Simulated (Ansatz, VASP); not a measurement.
**CdSe: VASP beside Ansatz**

```xyz
2
Lattice="0.0000 2.8139 2.8139 2.8139 0.0000 2.8139 2.8139 2.8139 0.0000" Properties=species:S:1:pos:R:3 pbc="T T T"
Cd    0.0000    0.0000    0.0000
Se    2.8139    2.8139    2.8139
```

Alike in both runs: functional PBEsol; k mesh 12 × 12 × 12; occupations fermi-dirac, width 0.05 eV; no spin polarisation.

Ansatz relaxed the structure, and its values are those at the end. VASP's run is a single point on that final structure, the one shown.

```csv
,VASP,Ansatz
version,VASP 6.6.1,Ansatz 0.2.0
potentials or method,"VASP PAW PBE potentials, release 64 (Cd, Se)","PAW with Ansatz's default frozen-core files, scalar-relativistic"
plane-wave cutoff (eV),520,420
valence electrons in the cell,18,36
```

Ansatz gave:

| Property | Result |
| --- | --- |
| pressure (GPa) | 0.0 |

Question: What did VASP give for the same quantities?

Answer: Pressure (GPa): 0.4.

VASP's potentials were made for PBE, not for PBEsol. With one functional, cell and mesh, what is left measures potentials, basis and numerics. VASP's potentials hold 18 valence electrons a cell and Ansatz's 36, so a difference there can come from the potentials and not from the codes.
